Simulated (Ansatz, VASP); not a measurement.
Two plane-wave programs on Pd

```
CELL_PARAMETERS angstrom
0.00000 2.93538 2.93538
2.93538 0.00000 2.93538
2.93538 2.93538 0.00000
ATOMIC_POSITIONS crystal
Pd 0.12500 0.12500 0.12500
Pd 0.87500 0.87500 0.87500
```

Alike in both runs: functional revPBE; k mesh 10 × 10 × 10; occupations fermi-dirac, width 0.05 eV; collinear spin.

Ansatz relaxed the structure, and its values are those at the end. VASP's run is a single point on that final structure, the one shown.

|  | VASP | Ansatz |
| --- | --- | --- |
| version | VASP 6.6.1 | Ansatz 0.2.0 |
| potentials or method | VASP PAW PBE potentials, release 64 (Pd), cutoff 520 eV | plane waves (420 eV) with PAW, scalar-relativistic |
| valence electrons in the cell | 20 | 36 |

VASP gave:

```
pressure (GPa)                                                : -0.2
net moment per atom (μB)                                      : 0.45
size of the moment on the site where the two differ most (μB) : 0.45
```

Q: Estimate Ansatz's values.

A: Pressure (GPa): 0.0; net moment per atom (μB): 0.45; size of the moment on the site where the two differ most (μB): 0.45.

VASP's potentials were made for PBE, not for revPBE. Site moments also hang on the region over which each program counts them. VASP's potentials hold 20 valence electrons a cell and Ansatz's 36, so a difference there can come from the potentials and not from the codes.
